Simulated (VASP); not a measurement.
# Sb (R-3m) in VASP: a series of runs, part 2 of 2

VASP 6.6.1. Earlier steps stand in the parts before.

**3. Single point, PBE**

This run uses another cell than the first one, of 29.99 Å³/atom, 1.026 times its volume.

The input, INCAR:

```
  PREC = Accurate
  ENCUT = 520
  EDIFF = 1E-7
  ISMEAR = -1
  SIGMA = 0.05
  LREAL = False
  LASPH = True
  NELM = 60
  ALGO = Normal
  ISIF = 2
  LWAVE = False
  LCHARG = True
  GGA = PE
  LELF = True
  LVHAR = True
  NBANDS = 12
```

The input, KPOINTS:

```
Automatic mesh
0
Gamma
  9 9 9
```

The input, POSCAR:

```
Sb
1.0
    2.1506003320      1.2416496806      3.7440000000
   -2.1506003320      1.2416496806      3.7440000000
    0.0000000000     -2.4832993611      3.7440000000
Sb
2
Direct
    0.2336400000      0.2336400000      0.2336400000
    0.7663600000      0.7663600000      0.7663600000
```

Potentials or basis: VASP PAW PBE potentials, release 64 (Sb).

Run with:

```console
> cat potpaw_PBE.64/Sb/POTCAR > POTCAR
> mpirun -np 1 vasp_std > vasp.out
```

OUTCAR:

```text
PREC = Accurate
   ENCUT = 520
   EDIFF = 1E-7
   ISMEAR = -1
   LREAL = False
   LASPH = True
   NELM = 60
   ISIF = 2
   GGA = PE

 ion  position               nearest neighbor table
   1  0.234  0.234  0.234-   2 2.90   2 2.90   2 2.90   2 3.34   2 3.34   2 3.34
   2  0.766  0.766  0.766-   1 2.90   1 2.90   1 2.90   1 3.34   1 3.34   1 3.34

  LATTYP: Found a trigonal (rhomboedric) cell.
 ALAT       =     4.4926953733
 COS(alpha) =     0.5417151843

  Lattice vectors:

 A1 = (   2.1506003320,   1.2416496806,   3.7440000000)
 A2 = (  -2.1506003320,   1.2416496806,   3.7440000000)
 A3 = (   0.0000000000,  -2.4832993611,   3.7440000000)

Analysis of symmetry for initial positions (statically):
=====================================================================
 Subroutine PRICEL returns:
 Original cell was already a primitive cell.

 Routine SETGRP: Setting up the symmetry group for a
 trigonal (rhombohedral) supercell.

 Subroutine GETGRP returns: Found 12 space group operations
 (whereof 12 operations were pure point group operations)
 out of a pool of 12 trial point group operations.
[... 174 lines left out ...]
      3       5.3032      2.00000
      4       5.5546      2.00000
      5       5.5546      2.00000
      6       9.4504      0.00000
      7      10.0847      0.00000
      8      10.0847      0.00000
      9      12.4418      0.00000
     10      12.4418      0.00000
     11      12.6137      0.00000
     12      13.9458      0.00000
[... 331 lines left out ...]
 k-point    24 :       0.4444    0.4444    0.0000
  band No.  band energies     occupation
      1      -3.1630      2.00000
      2      -0.5269      2.00000
      3       2.0700      2.00000
      4       3.6529      2.00000
      5       3.7149      2.00000
      6       8.9138      0.00000
      7      12.2675      0.00000
      8      12.8311      0.00000
      9      13.9094      0.00000
     10      15.9342      0.00000
     11      17.0611      0.00000
     12      18.1768      0.00000

 [... further k-points ...]

------------------------ aborting loop because EDIFF is reached ----------------------------------------

  FORCE on cell =-STRESS in cart. coord.  units (eV):
  Direction    XX          YY          ZZ          XY          YZ          ZX
  --------------------------------------------------------------------------------------
  -------------------------------------------------------------------------------------
  Total        1.2679643      1.2679643      1.0629515      0.0000000      0.0000000      0.0000000
  in kB       33.8666109     33.8666109     28.3908334      0.0000000      0.0000000      0.0000000
  external PRESSURE =      32.0413517 kB  Pullay stress =       0.0000000 kB

 VOLUME and BASIS-vectors are now :
 -----------------------------------------------------------------------------
  energy-cutoff  :      520.00
  volume of cell :       59.99
      direct lattice vectors                 reciprocal lattice vectors
     2.150600332  1.241649681  3.744000000     0.232493222  0.134230024  0.089031339
    -2.150600332  1.241649681  3.744000000    -0.232493222  0.134230024  0.089031339
     0.000000000 -2.483299361  3.744000000     0.000000000 -0.268460048  0.089031339

 POSITION                                       TOTAL-FORCE (eV/Angst)
 -----------------------------------------------------------------------------------
      0.00000      0.00000      2.62424         0.000000      0.000000      0.243926
      0.00000      0.00000      8.60776         0.000000     -0.000000     -0.243926
 -----------------------------------------------------------------------------------
    total drift:                                0.000000     -0.000000      0.000000

  FREE ENERGIE OF THE ION-ELECTRON SYSTEM (eV)
  ---------------------------------------------------
  free  energy   TOTEN  =        -8.2493394965 eV

  energy  without entropy=       -8.2476072973  energy(sigma->0) =       -8.24847340
```

OSZICAR:

```text
N       E                     dE             d eps       ncg     rms          rms(c)
DAV:   1     0.350602688403E+02    0.35060E+02   -0.35662E+03  2040   0.655E+02
DAV:   2    -0.634688287983E+01   -0.41407E+02   -0.40016E+02  2700   0.107E+02
DAV:   3    -0.823565595803E+01   -0.18888E+01   -0.18768E+01  2508   0.256E+01
DAV:   4    -0.825140317663E+01   -0.15747E-01   -0.15746E-01  2312   0.285E+00
DAV:   5    -0.825160151014E+01   -0.19833E-03   -0.19833E-03  2544   0.346E-01    0.305E+00
DAV:   6    -0.824986848507E+01    0.17330E-02   -0.26419E-03  2360   0.335E-01    0.185E+00
DAV:   7    -0.824919522427E+01    0.67326E-03   -0.63146E-03  2412   0.512E-01    0.756E-02
DAV:   8    -0.824930954397E+01   -0.11432E-03   -0.19322E-04  2492   0.850E-02    0.247E-02
DAV:   9    -0.824933834430E+01   -0.28800E-04   -0.41822E-05  2420   0.386E-02    0.559E-03
DAV:  10    -0.824933907137E+01   -0.72706E-06   -0.40642E-06  2452   0.110E-02    0.140E-03
DAV:  11    -0.824933921694E+01   -0.14557E-06   -0.40687E-07  2444   0.396E-03    0.837E-04
DAV:  12    -0.824933945907E+01   -0.24213E-06   -0.43310E-08  1664   0.115E-03    0.181E-04
DAV:  13    -0.824933949655E+01   -0.37475E-07   -0.71779E-09  1236   0.573E-04
   1 F= -.82493395E+01 E0= -.82484734E+01  d E =-.173220E-02
```

stdout:

```text
POSCAR found type information on POSCAR Sb
 POSCAR found :  1 types and       2 ions
 scaLAPACK will be used
 LDA part: xc-table for (Slater+PW92), standard interpolation
 POSCAR, INCAR and KPOINTS ok, starting setup
 FFT: planning ... GRIDC
 FFT: planning ... GRID_SOFT
 FFT: planning ... GRID
 WAVECAR not read
 entering main loop
```

Run time: 2.1 min. Hardware: 1 thread of AMD EPYC 7R13, shared host; peak memory 0.19 GiB.

Results:

```
Free energy            : -8.2493 eV
Pressure               : 3.2 GPa
Largest force          : 0.244 eV/Å
Band gap on the k mesh : 0.07 eV, indirect (least direct gap 0.49 eV)
```

Forces in eV/Å, atoms in the order of the input:
```
Sb   0.000  0.000  0.244
Sb   0.000  0.000 -0.244
```

Caveat: spin-orbit coupling is left out, which moves the levels of the heavy elements. A k mesh can miss the band edges.
